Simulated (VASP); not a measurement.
## W: single point with PBE

The system is W.

```
CELL_PARAMETERS angstrom
-1.59217 1.59217 1.59217
1.59217 -1.59217 1.59217
1.59217 1.59217 -1.59217
ATOMIC_POSITIONS crystal
W 0.00000 0.00000 0.00000
```

```yaml
Program: VASP 6.6.1
Task: single point
Functional: PBE
Potentials_or_basis: VASP PAW PBE potentials, release 64 (W_sv)
Cutoff: 520 eV
k_mesh: 14 × 14 × 14
Occupations: methfessel-paxton, width 1 eV
Spin: no spin polarisation
```

```
Pressure               : -0.3 GPa
Band gap on the k mesh : zero (band 7 reaches 16.21 eV, above the bottom of band 8 at 9.98 eV)
```

Levels at points of the mesh, in eV from the Fermi level:
```
           k point  band 4  band 5  band 6  band 7  band 8  band 9  band 10  band 11
(0.00, 0.00, 0.00)  -37.75   -9.49   -1.15   -1.15   -1.15    2.26     2.26    14.52
(0.50, 0.00, 0.00)  -37.76   -6.11   -3.43    0.66    2.15    3.10     6.03    10.83
(0.50, 0.50, 0.50)  -38.60   -5.64   -5.64    5.08    5.08    5.08     8.15     8.15
```

It took 24 s on 1 thread of Intel Xeon 8259CL, on a shared host, peak memory 0.15 GiB.

Caveat: spin-orbit coupling is left out, which moves the levels of the heavy elements.
